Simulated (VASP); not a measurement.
Input of a VASP 6.6.1 run:

INCAR

```
SYSTEM = AlN
PREC = Accurate ; ENCUT = 520
EDIFF = 1E-6 ; ISMEAR = -1
SIGMA = 0.05 ; LREAL = .FALSE.
LASPH = .TRUE. ; NELM = 100
ALGO = Normal ; ISIF = 2
LWAVE = .FALSE. ; LCHARG = .FALSE.
GGA = CA ; NBANDS = 11
```

KPOINTS

```
Automatic mesh
0
G
  10 10 10
  0 0 0
```

Contents of POSCAR:

```
AlN
1.0
    0.0000000000      2.2268278375      2.2268278375
    2.2268278375      0.0000000000      2.2268278375
    2.2268278375      2.2268278375      0.0000000000
Al N
1 1
Direct
    0.0000000000      0.0000000000      0.0000000000
    0.2500000000      0.2500000000      0.2500000000
```

Potentials or basis: VASP PAW LDA potentials, release 64 (Al, N).

Command:

```sh
$ cat potpaw_LDA.64/Al/POTCAR potpaw_LDA.64/N/POTCAR > POTCAR
$ mpirun -np 1 vasp_std > vasp.out
```

Predict the pressure.

-13.4 GPa.

What does it give for the band gap on the k mesh?

3.20 eV, indirect (least direct gap 3.73 eV).

A k mesh can miss the band edges. LDA gaps usually lie below the measured ones, often by a third to a half.
